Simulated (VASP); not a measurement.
Runs of VASP 6.6.1 on CO. The structure is that of space group Pm-3m (No. 221), or close to it. The cells are those of the table. 

```csv
task,cell,k mesh,cutoff (eV),gap on the mesh (eV),pressure (GPa)
single point,"a = 2.493 Å, 2 atoms",22 × 22 × 22,520,none,-0.3
relaxation of cell and atoms,"relaxed from a = 2.904 Å, 2 atoms",6 × 6 × 6,600,none,-0.4
single point,"a = 2.493 Å, 2 atoms",6 × 6 × 6,520,none,(a)
single point,"a = 2.904 Å, 2 atoms",6 × 6 × 6,520,none,-30.4
```

Alike in all rows: level r2SCAN; potentials or basis VASP PAW PBE potentials, release 64 (C, O); no spin polarisation; smearing gaussian 0.1 eV.

Problem. Estimate the missing entries.

Solution. (a) -0.2.

Caveats: some runs use coarse meshes; the PAW data sets were made with another functional, which shifts forces and pressure a little.

A gap of «none» marks levels without a gap at the run's occupations.
